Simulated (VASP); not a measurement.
CaSe:

```
Ca Se
1.0
     5.00568    0.00000    0.00000
    -2.50284    4.33504    0.00000
     0.00000    0.00000    5.87554
Ca Se
2 2
Cartesian
  0.0000 2.8900 1.4689
  2.5028 1.4450 4.4067
  2.5028 1.4450 1.4689
  0.0000 2.8900 4.4067
```

Base run:

| Property | Result |
| --- | --- |
| Program | VASP 6.6.1 |
| Functional | r2SCAN |
| Potentials or basis | VASP PAW PBE potentials, release 64 (Ca_sv, Se) |
| Cutoff | 520 eV |
| k mesh | 6 × 6 × 4 |
| Occupations | gaussian, width 0.01 eV |
| Spin | no spin polarisation |

Its results: band gap on the k mesh 2.89 eV (least direct gap 3.04 eV); pressure 0.2 GPa.

Task: The run is repeated on the same cell with these changes: functional from r2SCAN to PBE; further incar settings from ALGO = Normal; EDIFF = 1e-06; NBANDS = 24 to ALGO = Normal; EDIFF = 1e-07; NBANDS = 24. What comes out?

Result: Band gap on the k mesh 2.44 eV (least direct gap 2.57 eV); pressure 0.6 GPa.

Caveats: the PAW data sets were made with another functional, which shifts forces and pressure a little (at least some runs).

A k mesh can miss the band edges.
